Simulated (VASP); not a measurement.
# Zr in VASP: single point with PBE

Aim: the single point of Zr with PBE.

All numbers are computed with VASP 6.6.1; they aren't measurements. Logs are shortened: lines on timing, memory, paths and dates and some standing lists are left out, and cuts for length are marked.

### 1 The cell of the first run

The cell holds a slab with vacuum, 27 atoms: a = 9.690 Å, b = 9.690 Å, c = 16.145 Å, α = 90.00°, β = 90.00°, γ = 60.00°.

### 2 Single point, PBE

INCAR

```
SYSTEM = Zr
PREC     = Accurate       ! precision mode
ENCUT    = 520            ! plane-wave cutoff, eV
EDIFF    = 1E-6           ! SCF threshold, eV
ISMEAR   = -1             ! smearing method
SIGMA    = 0.15           ! smearing width, eV
LREAL    = Auto         
LASPH    = .True.         ! aspherical terms in the spheres
NELM     = 60             ! most SCF steps
ALGO     = Normal         ! electronic algorithm
ISIF     = 2              ! what is computed and relaxed
LWAVE    = .False.        ! write WAVECAR
LCHARG   = .False.        ! write CHGCAR
GGA      = PE             ! functional
NBANDS   = 181            ! bands
```

KPOINTS

```
Automatic mesh
0
Gamma
  2 2 1
  0 0 0
```

POSCAR

```
Zr
1.0
    9.6899999061      0.0000000000      0.0000000000
    4.8449999530      8.3917860813      0.0000000000
    0.0000000000      0.0000000000     16.1453900000
Zr
27
Direct
    0.0000000000      0.0000000000      0.0619372000
    0.3333333333      0.0000000000      0.0619372000
    0.6666666667      0.0000000000      0.0619372000
    0.0000000000      0.3333333333      0.0619372000
    0.3333333333      0.3333333333      0.0619372000
    0.6666666667      0.3333333333      0.0619372000
    0.0000000000      0.6666666667      0.0619372000
    0.3333333333      0.6666666667      0.0619372000
    0.6666666667      0.6666666667      0.0619372000
   -0.1111111111      0.2222222222      0.2173484524
    0.2222222222      0.2222222222      0.2173484524
    0.5555555556      0.2222222222      0.2173484524
   -0.1111111111      0.5555555556      0.2173484524
    0.2222222222      0.5555555556      0.2173484524
    0.5555555556      0.5555555556      0.2173484524
   -0.1111111111      0.8888888889      0.2173484524
    0.2222222222      0.8888888889      0.2173484524
    0.5555555556      0.8888888889      0.2173484524
    0.0000000000      0.0000000000      0.3726269174
    0.3333333333      0.0000000000      0.3726269174
    0.6666666667      0.0000000000      0.3726269174
    0.0000000000      0.3333333333      0.3726269174
    0.3333333333      0.3333333333      0.3726269174
    0.6666666667      0.3333333333      0.3726269174
    0.0000000000      0.6666666667      0.3726269174
    0.3333333333      0.6666666667      0.3726269174
    0.6666666667      0.6666666667      0.3726269174
```

Potentials or basis: VASP PAW PBE potentials, release 64 (Zr_sv).

Command:

```
$ cat potpaw_PBE.64/Zr_sv/POTCAR > POTCAR
$ mpirun -np 1 vasp_std > vasp.out
```

OUTCAR:

```text
SYSTEM = Zr
   PREC = Accurate
   ENCUT = 520
   EDIFF = 1E-6
   ISMEAR = -1
   LREAL = Auto
   LASPH = .True.
   NELM = 60
   ISIF = 2
   GGA = PE

 ion  position               nearest neighbor table
   1  0.000  0.000  0.062-  10 3.13  16 3.13  17 3.13   7 3.23   4 3.23   8 3.23   6 3.23   3 3.23
                             2 3.23
   2  0.333  0.000  0.062-  11 3.13  17 3.13  18 3.13   8 3.23   5 3.23   4 3.23   1 3.23   9 3.23
                             3 3.23
   3  0.667  0.000  0.062-  12 3.13  18 3.13  16 3.13   9 3.23   6 3.23   7 3.23   1 3.23   5 3.23
                             2 3.23
   4  0.000  0.333  0.062-  10 3.13  11 3.13  13 3.13   1 3.23   2 3.23   6 3.23   5 3.23   9 3.23
                             7 3.23
   5  0.333  0.333  0.062-  11 3.13  14 3.13  12 3.13   2 3.23   4 3.23   7 3.23   3 3.23   8 3.23
                             6 3.23
   6  0.667  0.333  0.062-  12 3.13  10 3.13  15 3.13   3 3.23   1 3.23   4 3.23   9 3.23   8 3.23
                             5 3.23
   7  0.000  0.667  0.062-  16 3.13  13 3.13  14 3.13   1 3.23   3 3.23   9 3.23   8 3.23   5 3.23
                             4 3.23
   8  0.333  0.667  0.062-  17 3.13  14 3.13  15 3.13   2 3.23   1 3.23   7 3.23   5 3.23   6 3.23
                             9 3.23
   9  0.667  0.667  0.062-  18 3.13  15 3.13  13 3.13   3 3.23   7 3.23   2 3.23   4 3.23   6 3.23
                             8 3.23
  10  0.889  0.222  0.217-  19 3.12  22 3.12  24 3.12   1 3.13   4 3.13   6 3.13  16 3.23  17 3.23
                            12 3.23  11 3.23  15 3.23  13 3.23
  11  0.222  0.222  0.217-  20 3.12  23 3.12  22 3.12   2 3.13   5 3.13   4 3.13  17 3.23  10 3.23
                            13 3.23  18 3.23  14 3.23  12 3.23
[... 37 lines left out ...]
  Lattice vectors:

 A1 = (  -4.8449999530,  -8.3917860813,   0.0000000000)
 A2 = (   9.6899999061,   0.0000000000,   0.0000000000)
 A3 = (   0.0000000000,   0.0000000000,  16.1453900000)

Analysis of symmetry for initial positions (statically):
=====================================================================
 Subroutine PRICEL returns following result:

  LATTYP: Found a hexagonal cell.
 ALAT       =     3.2299999684
 C/A-ratio  =     4.9985728044

  Lattice vectors:

 A1 = (  -1.6149999842,  -2.7972620268,   0.0000000000)
 A2 = (   3.2299999684,   0.0000000000,   0.0000000000)
 A3 = (   0.0000000000,   0.0000000000,  16.1453900000)

   9 primitive cells build up your supercell.

 Routine SETGRP: Setting up the symmetry group for a
 hexagonal supercell.

 Subroutine GETGRP returns: Found  6 space group operations
 (whereof  6 operations were pure point group operations)
 out of a pool of 24 trial point group operations.

The static configuration has the point symmetry C_3v.

Analysis of symmetry for dynamics (positions and initial velocities):
=====================================================================
 Subroutine PRICEL returns following result:

  LATTYP: Found a hexagonal cell.
 ALAT       =     3.2299999684
 C/A-ratio  =     4.9985728044

  Lattice vectors:

 A1 = (  -1.6149999842,  -2.7972620268,   0.0000000000)
 A2 = (   3.2299999684,   0.0000000000,   0.0000000000)
 A3 = (   0.0000000000,   0.0000000000,  16.1453900000)

   9 primitive cells build up your supercell.

 Routine SETGRP: Setting up the symmetry group for a
 hexagonal supercell.

 Subroutine GETGRP returns: Found  6 space group operations
 (whereof  6 operations were pure point group operations)
 out of a pool of 24 trial point group operations.

The dynamic configuration has the point symmetry C_3v.

 Subroutine INISYM returns: Found  6 space group operations
 (whereof  6 operations are pure point group operations),
 and found     9 'primitive' translations

----------------------------------------------------------------------------------------

                                     Primitive cell

  volume of cell :     145.8761

  direct lattice vectors                    reciprocal lattice vectors
    -1.614999984 -2.797262027  0.000000000     0.000000000 -0.357492430  0.000000000
     3.229999968  0.000000000  0.000000000     0.309597526 -0.178746215  0.000000000
     0.000000000  0.000000000 16.145390000     0.000000000  0.000000000  0.061937185

  length of vectors
     3.229999968  3.229999968 16.145390000     0.357492430  0.357492430  0.061937185

  position of ions in fractional coordinates (direct lattice)
     0.000000000  0.000000000  0.061937200
     0.333333333  0.666666667  0.217348452
     0.000000000  0.000000000  0.372626917

  ion indices of the primitive-cell ions
   primitive index   ion index
                 1           1
                 2          16
                 3          19

----------------------------------------------------------------------------------------

 KPOINTS: Automatic mesh

Automatic generation of k-mesh.
 Grid dimensions read from file:
 generate k-points for:    2    2    1

 Generating k-lattice:

  Cartesian coordinates                     Fractional coordinates (reciprocal lattice)
     0.051599588 -0.029791036  0.000000000     0.500000000 -0.000000000  0.000000000
     0.000000000  0.059582072  0.000000000     0.000000000  0.500000000  0.000000000
     0.000000000  0.000000000  0.061937185     0.000000000  0.000000000  1.000000000

  Length of vectors
     0.059582072  0.059582072  0.061937185

  Shift w.r.t. Gamma in fractional coordinates (k-lattice)
     0.000000000  0.000000000  0.000000000

 Subroutine IBZKPT returns following result:
 ===========================================

 Found      2 irreducible k-points:

 Following reciprocal coordinates:
            Coordinates               Weight
  0.000000  0.000000  0.000000      1.000000
  0.500000  0.000000  0.000000      3.000000
   k-points           NKPTS =      2   k-points in BZ     NKDIM =      2   number of bands    NBANDS=    181
   number of dos      NEDOS =    301   number of ions     NIONS =     27
   total plane-waves  NPLWV = 622080
   dimension x,y,z NGX =    72 NGY =   72 NGZ =  120
   dimension x,y,z NGXF=   144 NGYF=  144 NGZF=  240
   ions per type =              27
   NGX,Y,Z   is equivalent  to a cutoff of  12.35, 12.35, 12.36 a.u.
   NGXF,Y,Z  is equivalent  to a cutoff of  24.71, 24.71, 24.71 a.u.
 SYSTEM =  Zr
   PREC   = accura    normal or accurate (medium, high low for compatibility)
   ISTART =      0    job   : 0-new  1-cont  2-samecut
   ICHARG =      2    charge: 1-file 2-atom 10-const
   ISPIN  =      1    spin polarized calculation?
   LNONCOLLINEAR =      F non collinear calculations
   LSORBIT =      F    spin-orbit coupling
   LASPH  =      T    aspherical Exc in radial PAW
   ENCUT  =  520.0 eV  38.22 Ry    6.18 a.u.  18.02 18.02 30.02*2*pi/ulx,y,z
   NELM   =     60;   NELMIN=  2; NELMDL= -5     # of ELM steps
   EDIFF  = 0.1E-05   stopping-criterion for ELM
   LREAL  =      T    real-space projection
   EDIFFG = 0.1E-04   stopping-criterion for IOM
   NSW    =      0    number of steps for IOM
   IBRION =     -1    ionic relax: 0-MD 1-quasi-New 2-CG
   NFREE  =      0    steps in history (QN), initial steepest desc. (CG)
   ISIF   =      2    stress and relaxation
   ISYM   =      2    0-nonsym 1-usesym 2-fastsym
   POTIM  = 0.5000    time-step for ionic-motion
   TEBEG  =    0.0;   TEEND  =   0.0 temperature during run
   PSTRESS=    0.0 pullay stress
   NELECT =     324.0000    total number of electrons
   NUPDOWN=      -1.0000    fix difference up-down
   EMIN   =  10.00;   EMAX   =-10.00  energy-range for DOS
   EFERMI =   0.00;   METHOD = LEGACY
   ISMEAR =    -1;   SIGMA  =   0.15  broadening in eV -4-tet -1-fermi 0-gaus
   EFERMI_NEDOS =   21; number of points for ismear=-14 and -15
   IALGO  =     38    algorithm
   IMIX   =      4    mixing-type and parameters
     AMIX     =   0.40;   BMIX     =  1.00
     AMIX_MAG =   1.60;   BMIX_MAG =  1.00
  volume/ion in A,a.u.               =      48.63       328.14
  Fermi-wavevector in a.u.,A,eV,Ry     =   1.026867  1.940498 14.346747  1.054456
  Thomas-Fermi vector in A             =   2.160782
   LORBIT       =      0    0 simple, 1 ext, 2 COOP (PROOUT), +10 PAW based schemes
   GGA     = PE    functional components
   LHFCALC =     F    Hartree Fock is set to
   AEXX    =    0.0000 exact exchange contribution
   IVDW    =     0    specifies the selected vdW correction
   LEPSILON=     F    determine dielectric tensor
   LRPA    =     F    only Hartree local field effects (RPA)
 non-spin polarized calculation
  energy-cutoff  :      520.00
  volume of cell :     1312.89
 maximum number of plane-waves:     35298
   NGX = 37   NGY = 37   NGZ = 61

 number of electron     324.0000006 magnetization

 Free energy of the ion-electron system (eV)
  ---------------------------------------------------
  ext. energy  EPLUGINS =         0.00000000
  ---------------------------------------------------
  free energy    TOTEN  =      -215.44357176 eV

  energy without entropy =     -212.11336981  energy(sigma->0) =     -213.77847078

 E-fermi :   2.2959     XC(G=0):  -6.4566

 val. band max:        2.2956700394   @ k =   0.0000   0.0000   0.0000
 cond. band min:       2.2971490130   @ k =   0.0000   0.0000   0.0000
 fundamental gap:      0.0014789736
 Fermi energy:         2.2959055563

 k-point     1 :       0.0000    0.0000    0.0000
  band No.  band energies     occupation
      1     -46.6565      2.00000
      2     -46.6466      2.00000
      3     -46.5871      2.00000
      4     -46.5871      2.00000
      5     -46.5871      2.00000
      6     -46.5871      2.00000
[... 166 lines left out ...]
    173       2.5160      0.37466
    174       2.6630      0.15931

 k-point     2 :       0.5000    0.0000    0.0000
  band No.  band energies     occupation
      1     -46.6335      2.00000
      2     -46.6335      2.00000
      3     -46.6257      2.00000
      4     -46.6257      2.00000
      5     -46.5987      2.00000
      6     -46.5987      2.00000
[... 166 lines left out ...]
    173       2.8664      0.04363
    174       2.8664      0.04363
 [bands above 174 left out]

------------------------ aborting loop because EDIFF is reached ----------------------------------------

  FORCE on cell =-STRESS in cart. coord.  units (eV):
  Direction    XX          YY          ZZ          XY          YZ          ZX
  --------------------------------------------------------------------------------------
  -------------------------------------------------------------------------------------
  Total      -17.6223107    -17.6223107     -0.3650010      0.0000000      0.0000000      0.0000000
  in kB      -21.5053601    -21.5053601     -0.4454284      0.0000000      0.0000000      0.0000000
  external PRESSURE =     -14.4853829 kB  Pullay stress =       0.0000000 kB

 VOLUME and BASIS-vectors are now :
 -----------------------------------------------------------------------------
  energy-cutoff  :      520.00
  volume of cell :     1312.89
      direct lattice vectors                 reciprocal lattice vectors
     9.689999906  0.000000000  0.000000000     0.103199175 -0.059582072  0.000000000
     4.844999953  8.391786081  0.000000000     0.000000000  0.119164143  0.000000000
     0.000000000  0.000000000 16.145390000     0.000000000  0.000000000  0.061937185

 POSITION                                       TOTAL-FORCE (eV/Angst)
 -----------------------------------------------------------------------------------
      0.00000      0.00000      1.00000        -0.000000      0.000000      0.004127
      3.23000      0.00000      1.00000        -0.000000     -0.000000      0.004127
      6.46000      0.00000      1.00000        -0.000000     -0.000000      0.004127
      1.61500      2.79726      1.00000        -0.000000     -0.000000      0.004127
      4.84500      2.79726      1.00000        -0.000000     -0.000000      0.004127
      8.07500      2.79726      1.00000        -0.000000      0.000000      0.004127
[... 19 lines left out ...]
      6.46000      5.59452      6.01621         0.000000      0.000000     -0.000397
      9.69000      5.59452      6.01621        -0.000000     -0.000000     -0.000397
 -----------------------------------------------------------------------------------
    total drift:                               -0.000003     -0.000002      0.027704

  FREE ENERGIE OF THE ION-ELECTRON SYSTEM (eV)
  ---------------------------------------------------
  free  energy   TOTEN  =      -215.4435717608 eV

  energy  without entropy=     -212.1133698056  energy(sigma->0) =     -213.77847078
```

Wall time 65 min (1 thread of Intel Xeon Platinum 8375C at 2.90GHz (Ice Lake), shared host); peak memory 1.3 GiB.

What came out:

| Item | Value |
| --- | --- |
| Free energy | -215.4436 eV |
| Largest force | 0.004 eV/Å |
| Band gap on the k mesh | zero (bands 162 and 163 overlap by 0.04 eV) |

Forces on the atoms (eV/Å):
```
Zr   0.000  0.000  0.004
Zr   0.000  0.000  0.004
Zr   0.000  0.000  0.004
Zr   0.000  0.000  0.004
Zr   0.000  0.000  0.004
Zr   0.000  0.000  0.004
Zr   0.000  0.000  0.004
Zr   0.000  0.000  0.004
Zr   0.000  0.000  0.004
Zr   0.000  0.000 -0.004
Zr   0.000  0.000 -0.004
Zr   0.000  0.000 -0.004
Zr   0.000  0.000 -0.004
Zr   0.000  0.000 -0.004
Zr   0.000  0.000 -0.004
Zr   0.000  0.000 -0.004
Zr   0.000  0.000 -0.004
Zr   0.000  0.000 -0.004
Zr   0.000  0.000  0.000
Zr   0.000  0.000  0.000
Zr   0.000  0.000  0.000
Zr   0.000  0.000  0.000
Zr   0.000  0.000  0.000
Zr   0.000  0.000  0.000
Zr   0.000  0.000  0.000
Zr   0.000  0.000  0.000
Zr   0.000  0.000  0.000
```

Levels at points of the mesh, in eV from the Fermi level:
| k point | band 157 | band 158 | band 159 | band 160 | band 161 | band 162 | band 163 | band 164 | band 165 | band 166 |
| --- | --- | --- | --- | --- | --- | --- | --- | --- | --- | --- |
| (0.00, 0.00, 0.00) | -0.11 | -0.07 | 0.00 | 0.00 | 0.00 | 0.12 | 0.12 | 0.17 | 0.17 | 0.20 |
| (0.50, 0.00, 0.00) | -0.32 | -0.25 | -0.25 | -0.25 | -0.25 | -0.04 | 0.08 | 0.08 | 0.18 | 0.18 |

Caveat: the k points lie up to 0.37 Å⁻¹ apart; there is no dipole correction, which matters where the two faces differ.
